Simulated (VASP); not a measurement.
Here is a VASP 6.6.1 calculation.

The input INCAR:

```
SYSTEM = SiO2
PREC     = Accurate       ! precision mode
ENCUT    = 520            ! plane-wave cutoff, eV
EDIFF    = 1E-6           ! SCF threshold, eV
ISMEAR   = 0              ! smearing method
SIGMA    = 0.02           ! smearing width, eV
LREAL    = .False.        ! projectors in reciprocal space
LASPH    = .True.         ! aspherical terms in the spheres
NELM     = 60             ! most SCF steps
ALGO     = Normal         ! electronic algorithm
ISIF     = 2              ! what is computed and relaxed
LWAVE    = .False.        ! write WAVECAR
LCHARG   = .False.        ! write CHGCAR
GGA      = PE             ! functional
IVDW     = 12             ! dispersion correction
NBANDS   = 15             ! bands
```

File KPOINTS:

```
Automatic mesh
0
Gamma
  12 12 6
  0 0 0
```

The input POSCAR:

```
SiO2
1.0
    2.6865491418      0.0000000000      0.0000000000
   -1.3432745709      2.3266198053      0.0000000000
    0.0000000000      0.0000000000      4.6030312395
Si O
1 2
Direct
    0.0000000000      0.0000000000      0.5000000000
    0.3333333333      0.6666666667      0.6989404799
    0.6666666667      0.3333333333      0.3010595201
```

Potentials or basis: VASP PAW PBE potentials, release 64 (Si, O).

The run is started by

```sh
$ cat potpaw_PBE.64/Si/POTCAR potpaw_PBE.64/O/POTCAR > POTCAR
$ mpirun -np 1 vasp_std > vasp.out
```

Question: Estimate the band gap on the k mesh.

Answer: 6.13 eV (least direct gap 6.39 eV).

Question: What does it give for the dispersion energy per atom?

Answer: -0.187 eV.

Stress tensor (GPa, compression positive):
```
 0.80  0.00  0.00
 0.00  0.80  0.00
 0.00  0.00 -0.17
```

A k mesh can miss the band edges.
